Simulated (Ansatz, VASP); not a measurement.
# MnSi: VASP beside Ansatz

```
Mn Si
1.0
     3.13243    0.00000    0.00000
     0.00000    3.13243    0.00000
     0.00000    0.00000    3.13243
Mn Si
1 1
Direct
  0.00000 0.00000 0.00000
  0.50000 0.50000 0.50000
```

Change from the starting cell: volume scaled by 1.06.

Alike in both runs: task single point; functional PBE; k mesh 9 × 9 × 9; occupations fermi-dirac, width 0.05 eV; collinear spin.

```csv
,VASP,Ansatz
version,VASP 6.6.1,Ansatz 0.2.0
potentials or method,"VASP PAW PBE potentials, release 64 (Mn_pv, Si), cutoff 520 eV","all-electron LAPW, scalar-relativistic"
```

VASP gave:

```
gap on the k mesh at the Fermi level (eV)                     : none
pressure (GPa)                                                : -19.7
net moment per atom (μB)                                      : 1.34
size of the moment on the site where the two differ most (μB) : 2.81
```

Task: Which values does Ansatz return?

Result: gap on the k mesh at the Fermi level (eV): none; pressure (GPa): -19.8; net moment per atom (μB): 1.34; size of the moment on the site where the two differ most (μB): 2.89.

Site moments also hang on the region over which each program counts them. A gap of «none» marks a metal or a gap that the smearing closes. Ansatz ran all-electron here, and VASP with PAW potentials.
